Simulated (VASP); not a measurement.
## Ag2O: single point with PBE

Ag2O:

```xyz
6
Lattice="4.6196 0.0000 0.0000 0.0000 4.6196 0.0000 0.0000 0.0000 4.6196" Properties=species:S:1:pos:R:3 pbc="T T T"
Ag    3.4647    3.4647    3.4647
Ag    3.4647    1.1549    1.1549
Ag    1.1549    1.1549    3.4647
Ag    1.1549    3.4647    1.1549
O     0.0000    0.0000    0.0000
O     2.3098    2.3098    2.3098
```

This cell differs from its parent crystal: equal strain along all axes, cell held: -4.0 %.

```
Program             : VASP 6.6.1
Task                : single point
Functional          : PBE
Potentials or basis : VASP PAW PBE potentials, release 64 (Ag, O)
Cutoff              : 600 eV
k mesh              : 8 × 8 × 8
Occupations         : gaussian, width 0.1 eV
Spin                : no spin polarisation
```

* Pressure: 11.6 GPa
* Band gap on the k mesh: 0.15 eV

Levels at points of the mesh, in eV from the valence-band top:
```csv
k point,band 24,band 25,band 26,band 27,band 28,band 29,band 30,band 31,band 32,band 33
"(0.00, 0.00, 0.00)",-2.84,-2.84,0.00,0.00,0.00,0.15,1.76,1.76,7.61,7.61
"(0.50, 0.00, 0.00)",-2.93,-1.79,-1.79,-0.53,-0.53,2.18,2.18,4.69,4.69,7.22
"(0.50, 0.50, 0.00)",-2.19,-1.81,-1.81,-0.92,-0.92,2.08,2.08,3.80,3.80,6.93
"(0.50, 0.50, 0.50)",-2.93,-1.79,-0.76,-0.76,-0.76,2.35,2.35,2.35,5.07,5.07
```

It took 3.6 min on 1 thread of Intel Xeon 8259CL, with other jobs on the host, peak memory 0.31 GiB.

Caveat: the cell differs from its parent crystal (equal strain along all axes, cell held: -4.0 %); the cell stands under pressure. A k mesh can miss the band edges.
